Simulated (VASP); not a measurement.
Wanted: the native input for a VASP 6.6.1 run.

| Item | Value |
| --- | --- |
| Task | single point |
| Functional | PBE |
| Potentials or basis | VASP PAW PBE potentials, release 64 (Ti_sv) |
| Cutoff | 520 eV |
| k mesh | 22 × 22 × 22 |
| Occupations | gaussian, width 0.15 eV |
| Spin | no spin polarisation |
| Dipole correction | no |
| Further INCAR settings | ALGO = Normal; EDIFF = 1e-07; NBANDS = 12 |

The structure of Ti lies in POSCAR:

```
Ti
1.0
   -1.6835495153      1.6835495153      1.6835495153
    1.6835495153     -1.6835495153      1.6835495153
    1.6835495153      1.6835495153     -1.6835495153
Ti
1
Direct
    0.0000000000      0.0000000000      0.0000000000
```

This cell differs from its parent crystal: volume 19.087 Å^3 an atom, c/a of the conventional cell 1.0000.

The input as run:

INCAR

```
SYSTEM = Ti
PREC = Accurate
ENCUT = 520
EDIFF = 1E-7
ISMEAR = 0
SIGMA = 0.15
LREAL = .False.
LASPH = .True.
NELM = 100
ALGO = Normal
ISIF = 2
LWAVE = .False.
LCHARG = .False.
GGA = PE
NBANDS = 12
```

KPOINTS

```
Automatic mesh
0
Gamma
  22 22 22
  0 0 0
```

Potentials or basis: VASP PAW PBE potentials, release 64 (Ti_sv).

Command:

```console
$ cat potpaw_PBE.64/Ti_sv/POTCAR > POTCAR
$ mpirun -np 1 vasp_std > vasp.out
```

It gave:

```json
{
 "Pressure": "-9.1 GPa",
 "Band gap on the k mesh": "zero (band 6 reaches 8.05 eV, above the bottom of band 7 at 6.58 eV)"
}
```

Run time: 45 s on 1 thread of Intel Xeon 6975P-C (shared host), peak memory 0.19 GiB.
